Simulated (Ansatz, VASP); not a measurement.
One calculation of SiO2, two programs

Contents of INCAR:

```
SYSTEM = SiO2
PREC = Accurate
ENCUT = 520
EDIFF = 1E-7
ISMEAR = -1
SIGMA = 0.05
LREAL = .False.
LASPH = .True.
NELM = 120
ALGO = Normal
ISIF = 2
LWAVE = .False.
LCHARG = .False.
GGA = PE
IBRION = 2
NSW = 60
EDIFFG = -0.01
GGA_COMPAT = .False.
NELMIN = 4
```

File KPOINTS:

```
Automatic mesh
0
Gamma
  5 5 3
  0 0 0
```

File POSCAR:

```
SiO2
1.0
    4.9820000000      0.0000000000      0.0000000000
    0.0000000000      4.9820000000      0.0000000000
    0.0000000000      0.0000000000      6.9630000000
Si O
4 8
Direct
    0.7989700000      0.2010300000      0.7500000000
    0.7010300000      0.7010300000      0.5000000000
    0.2010300000      0.7989700000      0.2500000000
    0.2989700000      0.2989700000      0.0000000000
    0.1034700000      0.2398900000      0.8218700000
    0.2601100000      0.6034700000      0.0718700000
    0.8965300000      0.7601100000      0.3218700000
    0.7398900000      0.3965300000      0.5718700000
    0.6034700000      0.2601100000      0.9281300000
    0.7601100000      0.8965300000      0.6781300000
    0.3965300000      0.7398900000      0.4281300000
    0.2398900000      0.1034700000      0.1781300000
```

input.yaml

```yaml
crystal:
  lattice:
    - [4.982, 0.0, 0.0]
    - [0.0, 4.982, 0.0]
    - [0.0, 0.0, 6.963]
  atoms:
    - { symbol: Si, position: [0.79897, 0.20103, 0.75] }
    - { symbol: Si, position: [0.70103, 0.70103, 0.5] }
    - { symbol: Si, position: [0.20103, 0.79897, 0.25] }
    - { symbol: Si, position: [0.29897, 0.29897, 0.0] }
    - { symbol: O, position: [0.10347, 0.23989, 0.82187] }
    - { symbol: O, position: [0.26011, 0.60347, 0.07187] }
    - { symbol: O, position: [0.89653, 0.76011, 0.32187] }
    - { symbol: O, position: [0.73989, 0.39653, 0.57187] }
    - { symbol: O, position: [0.60347, 0.26011, 0.92813] }
    - { symbol: O, position: [0.76011, 0.89653, 0.67813] }
    - { symbol: O, position: [0.39653, 0.73989, 0.42813] }
    - { symbol: O, position: [0.23989, 0.10347, 0.17813] }
hamiltonian:
  xc: pbe
  pseudopotentials: { kind: paw }
kpoints:
  mp_grid: { grid: [5, 5, 3] }
scf:
  occupations: { method: fermi_dirac, width: 0.05 }
output:
  forces: true
  stress: true
  eigenvalues: true
  write_density: true
  write_potential: true
  elf: true
  volumetric_format: npy
relax:
  f_tol: 0.01
  max_steps: 40
```

Alike in both runs: task relaxation of the atoms; functional PBE; k mesh 5 × 5 × 3; occupations fermi-dirac, width 0.05 eV; no spin polarisation.

|  | VASP | Ansatz |
| --- | --- | --- |
| version | VASP 6.6.1 | Ansatz 0.2.0 |
| potentials or method | VASP PAW PBE potentials, release 64 (Si, O) | Ansatz PAW |
| plane-wave cutoff (eV) | 520 | 420 |
| valence electrons in the cell | 64 | 64 |

|  | VASP | Ansatz | Ansatz less VASP |
| --- | --- | --- | --- |
| gap on the k mesh at the Fermi level, each at its own relaxed structure (eV) | 5.61 | 5.61 | 0.000 |

Noted on Ansatz's run: odd divisions of the mesh miss points on the zone boundary, where band edges often lie, so the gap on the mesh can be too wide.
